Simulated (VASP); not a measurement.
SrTiO3, 5 atoms in the cell. Symmetry: Pmmm, No. 47, orthorhombic system. The conventional cell has a = 3.690 Å, b = 3.936 Å, c = 4.182 Å, α = 90.00°, β = 90.00°, γ = 90.00°. Sr (site symmetry mmm) has 12 O at 2.70 to 2.87 Å and 8 Ti at 3.41 Å within 3.6 Å. Within 2.4 Å of Ti (site symmetry mmm) lie 6 O at 1.85 to 2.09 Å. O (site symmetry mmm) has 2 Ti at 2.09 Å and 4 Sr at 2.70 Å and 4 O at 2.79 Å within 2.8 Å. O (site symmetry mmm) has 2 Ti at 1.85 Å within 2.4 Å. O (site symmetry mmm) has 2 Ti at 1.97 Å within 2.6 Å.  This cell differs from its parent crystal: strain +0.0625 x Voigt [1, -1, 0, 0, 0, 0].

| Quantity | Value |
| --- | --- |
| Program | VASP 6.6.1 |
| Task | single point |
| Functional | PBE |
| Potentials or basis | VASP PAW PBE potentials, release 64 (Sr_sv, Ti_sv, O) |
| Cutoff | 520 eV |
| k mesh | 8 × 8 × 8 |
| Occupations | gaussian, width 0.05 eV |
| Spin | no spin polarisation |
| Dipole correction | no |
| Further INCAR settings | ALGO = Normal; EDIFF = 1e-06; NBANDS = 28 |

Potentials or basis: VASP PAW PBE potentials, release 64 (Sr_sv, Ti_sv, O).

Run with:

```bash
$ cat potpaw_PBE.64/Sr_sv/POTCAR potpaw_PBE.64/Ti_sv/POTCAR potpaw_PBE.64/O/POTCAR > POTCAR
$ mpirun -np 1 vasp_std > vasp.out
```

Hardware: 1 thread of AMD EPYC 7R43 64-Core Processor (Zen 3) (shared host).

**Question.** Estimate the wall time of this run.

**Answer.** Wall time 3.9 min on 1 thread of AMD EPYC 7R43 64-Core Processor (Zen 3) (shared host), peak memory 0.29 GiB. Counts: scf iterations 16, k points 125.
